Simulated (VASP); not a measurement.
# Li (Pm-3n) in VASP: further runs, part 2 of 2

VASP 6.6.1. Earlier steps stand in the parts before.

### Step 4. Single point, PBE

This run uses another cell than the first one, of 20.34 Å³/atom.

Contents of INCAR:

```
ALGO = Normal ; EDIFF = 1E-6
ENCUT = 520 ; GGA = PE
ISIF = 2 ; ISMEAR = -1
LASPH = True ; LCHARG = False
LREAL = False ; LWAVE = False
NBANDS = 22 ; NELM = 100
PREC = Accurate ; SIGMA = 0.15
```

Contents of KPOINTS:

```
k-points
0
Gamma
  8 8 8
```

Contents of POSCAR:

```
Li
1.0
    5.4593371749      0.0000000000      0.0000000000
    0.0000000000      5.4593371749      0.0000000000
    0.0000000000      0.0000000000      5.4593371749
Li
8
Direct
    0.5000000000      0.5000000000      0.5000000000
    0.0000000000      0.0000000000      0.0000000000
    0.2500000000      0.0000000000      0.5000000000
    0.5000000000      0.2500000000      0.0000000000
    0.5000000000      0.7500000000      0.0000000000
    0.7500000000      0.0000000000      0.5000000000
    0.0000000000      0.5000000000      0.7500000000
    0.0000000000      0.5000000000      0.2500000000
```

Potentials or basis: VASP PAW PBE potentials, release 64 (Li_sv).

Launch:

```console
cat potpaw_PBE.64/Li_sv/POTCAR > POTCAR
mpirun -np 1 vasp_std > vasp.out
```

OUTCAR:

```text
EDIFF = 1E-6
   ENCUT = 520
   GGA = PE
   ISIF = 2
   ISMEAR = -1
   LASPH = True
   LREAL = False
   NELM = 100
   PREC = Accurate

 ion  position               nearest neighbor table
   1  0.500  0.500  0.500-
   2  0.000  0.000  0.000-
   3  0.250  0.000  0.500-
   4  0.500  0.250  0.000-
   5  0.500  0.750  0.000-
   6  0.750  0.000  0.500-
   7  0.000  0.500  0.750-
   8  0.000  0.500  0.250-

  LATTYP: Found a simple cubic cell.
 ALAT       =     5.4593371749

  Lattice vectors:

 A1 = (   5.4593371749,   0.0000000000,   0.0000000000)
 A2 = (   0.0000000000,   5.4593371749,   0.0000000000)
 A3 = (   0.0000000000,   0.0000000000,   5.4593371749)

Analysis of symmetry for initial positions (statically):
=====================================================================
 Subroutine PRICEL returns:
 Original cell was already a primitive cell.

 Routine SETGRP: Setting up the symmetry group for a
 simple cubic supercell.

 Subroutine GETGRP returns: Found 48 space group operations
 (whereof 24 operations were pure point group operations)
 out of a pool of 48 trial point group operations.

The static configuration has the point symmetry T_h .
 The point group associated with its full space group is O_h .

Analysis of symmetry for dynamics (positions and initial velocities):
=====================================================================
 Subroutine PRICEL returns:
 Original cell was already a primitive cell.

 Routine SETGRP: Setting up the symmetry group for a
 simple cubic supercell.

 Subroutine GETGRP returns: Found 48 space group operations
 (whereof 24 operations were pure point group operations)
 out of a pool of 48 trial point group operations.

The dynamic configuration has the point symmetry T_h .
 The point group associated with its full space group is O_h .

 Subroutine INISYM returns: Found 48 space group operations
 (whereof 24 operations are pure point group operations),
 and found     1 'primitive' translations

----------------------------------------------------------------------------------------

                                     Primitive cell

  volume of cell :     162.7121

  direct lattice vectors                    reciprocal lattice vectors
     5.459337175  0.000000000  0.000000000     0.183172420  0.000000000  0.000000000
     0.000000000  5.459337175  0.000000000     0.000000000  0.183172420  0.000000000
     0.000000000  0.000000000  5.459337175     0.000000000  0.000000000  0.183172420

  length of vectors
     5.459337175  5.459337175  5.459337175     0.183172420  0.183172420  0.183172420

  position of ions in fractional coordinates (direct lattice)
     0.500000000  0.500000000  0.500000000
     0.000000000  0.000000000  0.000000000
     0.250000000  0.000000000  0.500000000
     0.500000000  0.250000000  0.000000000
     0.500000000  0.750000000  0.000000000
     0.750000000  0.000000000  0.500000000
     0.000000000  0.500000000  0.750000000
[... 36 lines left out ...]

 Found     35 irreducible k-points:

 Following reciprocal coordinates:
            Coordinates               Weight
  0.000000  0.000000  0.000000      1.000000
  0.125000  0.000000  0.000000      6.000000
  0.250000  0.000000  0.000000      6.000000
  0.375000  0.000000  0.000000      6.000000
  0.500000  0.000000  0.000000      3.000000
  0.125000  0.125000  0.000000     12.000000
[... 16 lines left out ...]
  0.375000  0.375000  0.125000     24.000000
  0.500000  0.375000  0.125000     24.000000
 [... further k-points ...]
   k-points           NKPTS =     35   k-points in BZ     NKDIM =     35   number of bands    NBANDS=     22
   number of dos      NEDOS =    301   number of ions     NIONS =      8
   total plane-waves  NPLWV =  74088
   dimension x,y,z NGX =    42 NGY =   42 NGZ =   42
   dimension x,y,z NGXF=    84 NGYF=   84 NGZF=   84
   ions per type =               8
   NGX,Y,Z   is equivalent  to a cutoff of  12.79, 12.79, 12.79 a.u.
   NGXF,Y,Z  is equivalent  to a cutoff of  25.58, 25.58, 25.58 a.u.
 SYSTEM =  unknown system
   PREC   = accura    normal or accurate (medium, high low for compatibility)
   ISTART =      0    job   : 0-new  1-cont  2-samecut
   ICHARG =      2    charge: 1-file 2-atom 10-const
   ISPIN  =      1    spin polarized calculation?
   LNONCOLLINEAR =      F non collinear calculations
   LSORBIT =      F    spin-orbit coupling
   LASPH  =      T    aspherical Exc in radial PAW
   ENCUT  =  520.0 eV  38.22 Ry    6.18 a.u.  10.15 10.15 10.15*2*pi/ulx,y,z
   NELM   =    100;   NELMIN=  2; NELMDL= -5     # of ELM steps
   EDIFF  = 0.1E-05   stopping-criterion for ELM
   LREAL  =      F    real-space projection
   EDIFFG = 0.1E-04   stopping-criterion for IOM
   NSW    =      0    number of steps for IOM
   IBRION =     -1    ionic relax: 0-MD 1-quasi-New 2-CG
   NFREE  =      0    steps in history (QN), initial steepest desc. (CG)
   ISIF   =      2    stress and relaxation
   ISYM   =      2    0-nonsym 1-usesym 2-fastsym
   POTIM  = 0.5000    time-step for ionic-motion
   TEBEG  =    0.0;   TEEND  =   0.0 temperature during run
   PSTRESS=    0.0 pullay stress
   NELECT =      24.0000    total number of electrons
   NUPDOWN=      -1.0000    fix difference up-down
   EMIN   =  10.00;   EMAX   =-10.00  energy-range for DOS
   EFERMI =   0.00;   METHOD = LEGACY
   ISMEAR =    -1;   SIGMA  =   0.15  broadening in eV -4-tet -1-fermi 0-gaus
   EFERMI_NEDOS =   21; number of points for ismear=-14 and -15
   IALGO  =     38    algorithm
   IMIX   =      4    mixing-type and parameters
     AMIX     =   0.40;   BMIX     =  1.00
     AMIX_MAG =   1.60;   BMIX_MAG =  1.00
  volume/ion in A,a.u.               =      20.34       137.25
  Fermi-wavevector in a.u.,A,eV,Ry     =   0.864979  1.634572 10.179714  0.748188
  Thomas-Fermi vector in A             =   1.983155
   LORBIT       =      0    0 simple, 1 ext, 2 COOP (PROOUT), +10 PAW based schemes
   GGA     = PE    functional components
   LHFCALC =     F    Hartree Fock is set to
   AEXX    =    0.0000 exact exchange contribution
   IVDW    =     0    specifies the selected vdW correction
   LEPSILON=     F    determine dielectric tensor
   LRPA    =     F    only Hartree local field effects (RPA)
 non-spin polarized calculation
  energy-cutoff  :      520.00
  volume of cell :      162.71
 maximum number of plane-waves:      4416
 NGX is ok and might be reduce to    42
   NGX = 21   NGY = 21   NGZ = 21

 number of electron      23.9999938 magnetization

 Free energy of the ion-electron system (eV)
  ---------------------------------------------------
  ext. energy  EPLUGINS =         0.00000000
  ---------------------------------------------------
  free energy    TOTEN  =       -15.25133415 eV

  energy without entropy =      -14.98794849  energy(sigma->0) =      -15.11964132

 E-fermi :   0.6138     XC(G=0):  -7.0356

 val. band max:        0.6120173899   @ k =   0.3750   0.2500   0.0000
 cond. band min:       0.6174816408   @ k =   0.3750   0.2500   0.1250
 fundamental gap:      0.0054642509
 Fermi energy:         0.6138062761

 k-point     1 :       0.0000    0.0000    0.0000
  band No.  band energies     occupation
      1     -45.9560      2.00000
      2     -45.9438      2.00000
      3     -45.9438      2.00000
      4     -45.9361      2.00000
      5     -45.9304      2.00000
      6     -45.9256      2.00000
[... 589 lines left out ...]
     21       6.1234      0.00000
     22       6.4991      0.00000

 [... further k-points ...]

------------------------ aborting loop because EDIFF is reached ----------------------------------------

  FORCE on cell =-STRESS in cart. coord.  units (eV):
  Direction    XX          YY          ZZ          XY          YZ          ZX
  --------------------------------------------------------------------------------------
  -------------------------------------------------------------------------------------
  Total       -0.0702424     -0.0702424     -0.0702424      0.0000000      0.0000000      0.0000000
  in kB       -0.6916557     -0.6916557     -0.6916557      0.0000000      0.0000000      0.0000000
  external PRESSURE =      -0.6916557 kB  Pullay stress =       0.0000000 kB

 VOLUME and BASIS-vectors are now :
 -----------------------------------------------------------------------------
  energy-cutoff  :      520.00
  volume of cell :      162.71
      direct lattice vectors                 reciprocal lattice vectors
     5.459337175  0.000000000  0.000000000     0.183172420  0.000000000  0.000000000
     0.000000000  5.459337175  0.000000000     0.000000000  0.183172420  0.000000000
     0.000000000  0.000000000  5.459337175     0.000000000  0.000000000  0.183172420

 POSITION                                       TOTAL-FORCE (eV/Angst)
 -----------------------------------------------------------------------------------
      2.72967      2.72967      2.72967         0.000000      0.000000      0.000000
      0.00000      0.00000      0.00000         0.000000      0.000000      0.000000
      1.36483      0.00000      2.72967         0.000000      0.000000     -0.000000
      2.72967      1.36483      0.00000         0.000000     -0.000000     -0.000000
      2.72967      4.09450      0.00000         0.000000      0.000000      0.000000
      4.09450      0.00000      2.72967        -0.000000     -0.000000      0.000000
      0.00000      2.72967      4.09450         0.000000     -0.000000     -0.000000
      0.00000      2.72967      1.36483        -0.000000      0.000000      0.000000
 -----------------------------------------------------------------------------------
    total drift:                                0.000000     -0.000000     -0.000000

  FREE ENERGIE OF THE ION-ELECTRON SYSTEM (eV)
  ---------------------------------------------------
  free  energy   TOTEN  =       -15.2513341542 eV

  energy  without entropy=      -14.9879484881  energy(sigma->0) =      -15.11964132
```

Wall time 42 s (1 thread of Intel Xeon 6975P-C (Granite Rapids), shared host); peak memory 0.27 GiB.

What came out:

| Quantity | Value |
| --- | --- |
| Free energy | -15.2513 eV |
| Band gap on the k mesh | zero (bands 12 and 13 overlap by 1.12 eV) |

Levels at points of the mesh, in eV from the Fermi level:
| k point | band 8 | band 9 | band 10 | band 11 | band 12 | band 13 | band 14 | band 15 | band 16 | band 17 |
| --- | --- | --- | --- | --- | --- | --- | --- | --- | --- | --- |
| (0.00, 0.00, 0.00) | -46.54 | -3.55 | -0.29 | -0.29 | -0.29 | 0.61 | 0.61 | 0.86 | 3.63 | 3.63 |
| (0.50, 0.00, 0.00) | -46.54 | -2.62 | -2.62 | 0.41 | 0.41 | 0.84 | 0.84 | 1.37 | 1.37 | 2.62 |
| (0.50, 0.50, 0.00) | -46.54 | -1.68 | -1.66 | -1.66 | -1.66 | 1.06 | 1.50 | 1.50 | 1.81 | 2.77 |
| (0.50, 0.50, 0.50) | -46.55 | -0.72 | -0.72 | -0.72 | -0.72 | -0.72 | -0.72 | -0.68 | -0.68 | 7.26 |

Caveat: the cutoff is under 1.25 times the usual one of these potentials, so pressure, stress and relaxed cells hold a basis-set (Pulay) error.

### Step 5. Relaxation of cell and atoms, PBE

Contents of INCAR:

```
PREC     = Accurate       # precision mode
ENCUT    = 600            # plane-wave cutoff, eV
EDIFF    = 1E-7           # SCF threshold, eV
ISMEAR   = 0              # smearing method
SIGMA    = 0.1            # smearing width, eV
LREAL    = False          # projectors in reciprocal space
LASPH    = True           # aspherical terms in the spheres
NELM     = 100            # most SCF steps
ALGO     = Fast           # electronic algorithm
ISIF     = 3              # what is computed and relaxed
LWAVE    = False          # write WAVECAR
LCHARG   = False          # write CHGCAR
GGA      = PE             # functional
IBRION   = 2              # ionic algorithm
NSW      = 100            # ionic steps
EDIFFG   = -0.01          # ionic threshold
```

Contents of KPOINTS:

```
Automatic mesh
0
Gamma
  8 8 8
```

POSCAR: that of step 4 with these lines changed.

```diff
@@ -2,5 +2,5 @@
 1.0
-    5.4593371749      0.0000000000      0.0000000000
-    0.0000000000      5.4593371749      0.0000000000
-    0.0000000000      0.0000000000      5.4593371749
+    5.4529986000      0.0000000000      0.0000000000
+    0.0000000000      5.4529986000      0.0000000000
+    0.0000000000      0.0000000000      5.4529986000
 Li
```

Launch:

```console
cat potpaw_PBE.64/Li_sv/POTCAR > POTCAR
mpirun -np 1 vasp_std > vasp.out
```

It took 2.9 min on 1 thread of Intel Xeon 6975P-C (Granite Rapids), shared host; peak memory 0.36 GiB.

The run converged. Its results:

```
Free energy                           : -15.1231 eV
Relaxed volume                        : 20.10 Å³/atom
Relaxed cell                          : a = 5.438 Å, b = 5.438 Å, c = 5.438 Å, α = 90.00°, β = 90.00°, γ = 90.00°
Space group after relaxing (to 0.1 Å) : Pm-3n (No. 223)
Energy gained by relaxing             : 0.1 meV/atom
Ionic steps                           : 3
Pressure after relaxing               : 0.0 GPa
Band gap on the k mesh                : zero (bands 12 and 13 overlap by 1.12 eV)
```

The path:
```csv
step,energy change (eV),largest force (eV/Å),pressure (GPa),volume (Å³)
1,0.0000,0.0000,-0.11,162.15
2,-0.0002,0.0000,-0.09,161.82
3,-0.0005,0.0000,-0.01,160.83
```

Final structure:
```cif
data_structure
_symmetry_space_group_name_H-M 'P 1'
_symmetry_Int_Tables_number 1
_cell_length_a 5.4382
_cell_length_b 5.4382
_cell_length_c 5.4382
_cell_angle_alpha 90.000
_cell_angle_beta 90.000
_cell_angle_gamma 90.000
_cell_volume 160.83
loop_
_atom_site_label
_atom_site_type_symbol
_atom_site_fract_x
_atom_site_fract_y
_atom_site_fract_z
_atom_site_occupancy
Li1 Li 0.50000 0.50000 0.50000 1
Li2 Li 0.00000 0.00000 0.00000 1
Li3 Li 0.25000 0.00000 0.50000 1
Li4 Li 0.50000 0.25000 0.00000 1
Li5 Li 0.50000 0.75000 0.00000 1
Li6 Li 0.75000 0.00000 0.50000 1
Li7 Li 0.00000 0.50000 0.75000 1
Li8 Li 0.00000 0.50000 0.25000 1
```

Levels at points of the mesh, in eV from the Fermi level:
| k point | band 10 | band 11 | band 12 | band 13 | band 14 | band 15 |
| --- | --- | --- | --- | --- | --- | --- |
| (0.00, 0.00, 0.00) | -0.30 | -0.30 | -0.30 | 0.61 | 0.61 | 0.87 |
| (0.50, 0.00, 0.00) | -2.63 | 0.40 | 0.40 | 0.84 | 0.84 | 1.37 |
| (0.50, 0.50, 0.00) | -1.68 | -1.67 | -1.67 | 1.06 | 1.50 | 1.50 |
| (0.50, 0.50, 0.50) | -0.73 | -0.73 | -0.73 | -0.73 | -0.73 | -0.68 |

Caveat: the cutoff is under 1.25 times the usual one of these potentials, so pressure, stress and relaxed cells hold a basis-set (Pulay) error.

### Step 6. Relaxation of cell and atoms, PBE

Contents of INCAR:

```
SYSTEM = Li
PREC = Accurate
ENCUT = 600
EDIFF = 1E-6
ISMEAR = -1
SIGMA = 0.15
LREAL = .FALSE.
LASPH = .TRUE.
NELM = 60
ALGO = Fast
ISIF = 3
LWAVE = .FALSE.
LCHARG = .FALSE.
GGA = PE
IBRION = 2
NSW = 80
EDIFFG = -0.001
```

Contents of KPOINTS:

```
regular mesh
0
G
  8 8 8
  0 0 0
```

POSCAR is that of step 5.

Potentials or basis: VASP PAW PBE potentials, release 64 (Li_sv).

Launch:

```console
cat potpaw_PBE.64/Li_sv/POTCAR > POTCAR
mpirun -np 1 vasp_std > vasp.out
```

It took 2 min on 1 thread of Intel Xeon 6975P-C (Granite Rapids), shared host; peak memory 0.36 GiB.

Results (log left out):

```
Free energy                           : -15.2492 eV
Relaxed volume                        : 20.17 Å³/atom
Relaxed cell                          : a = 5.444 Å, b = 5.444 Å, c = 5.444 Å, α = 90.00°, β = 90.00°, γ = 90.00°
Space group after relaxing (to 0.1 Å) : Pm-3n (No. 223)
Energy gained by relaxing             : 0.0 meV/atom
Ionic steps                           : 3
Pressure after relaxing               : 0.0 GPa
Band gap on the k mesh                : zero (bands 12 and 13 overlap by 1.12 eV)
```

The path:
```tsv
step	energy change (eV)	largest force (eV/Å)	pressure (GPa)	volume (Å³)
1	0.0000	0.0000	-0.07	162.15
2	-0.0001	0.0000	-0.06	161.95
3	-0.0002	0.0000	-0.01	161.37
```

Final structure:
```
Li
1.0
     5.44432    0.00000    0.00000
     0.00000    5.44432    0.00000
     0.00000    0.00000    5.44432
Li
8
Cartesian
  2.7222 2.7222 2.7222
  0.0000 0.0000 0.0000
  1.3611 0.0000 2.7222
  2.7222 1.3611 0.0000
  2.7222 4.0832 0.0000
  4.0832 0.0000 2.7222
  0.0000 2.7222 4.0832
  0.0000 2.7222 1.3611
```

Levels at points of the mesh, in eV from the Fermi level:
| k point | band 10 | band 11 | band 12 | band 13 | band 14 | band 15 |
| --- | --- | --- | --- | --- | --- | --- |
| (0.00, 0.00, 0.00) | -0.29 | -0.29 | -0.29 | 0.61 | 0.61 | 0.87 |
| (0.50, 0.00, 0.00) | -2.62 | 0.41 | 0.41 | 0.85 | 0.85 | 1.38 |
| (0.50, 0.50, 0.00) | -1.67 | -1.67 | -1.67 | 1.06 | 1.50 | 1.50 |
| (0.50, 0.50, 0.50) | -0.72 | -0.72 | -0.72 | -0.72 | -0.72 | -0.68 |

Caveat: the cutoff is under 1.25 times the usual one of these potentials, so pressure, stress and relaxed cells hold a basis-set (Pulay) error.

### Step 7. Summary

```csv
task,cell,k mesh,cutoff (eV),smearing,gap on the mesh (eV),pressure (GPa),relaxed volume (Å³/atom)
single point,"a = 5.453 Å, 8 atoms",4 × 4 × 4,520,gaussian 0.1 eV,none,-,-
single point,"a = 5.453 Å, 8 atoms",8 × 8 × 8,520,gaussian 0.1 eV,none,-,-
single point,"a = 5.459 Å, 8 atoms",8 × 8 × 8,520,fermi-dirac 0.15 eV,none,-,-
relaxation of cell and atoms,"relaxed from a = 5.453 Å, 8 atoms",8 × 8 × 8,600,gaussian 0.1 eV,none,0.0,20.10
relaxation of cell and atoms,"relaxed from a = 5.453 Å, 8 atoms",8 × 8 × 8,600,fermi-dirac 0.15 eV,none,0.0,20.17
```

Alike in all rows: level PBE; potentials or basis VASP PAW PBE potentials, release 64 (Li_sv); no spin polarisation.

Caveats: the cutoff is under 1.25 times the usual one of these potentials, so pressure, stress and relaxed cells hold a basis-set (Pulay) error.

Absolute energies hang on the potentials; compare differences alone.
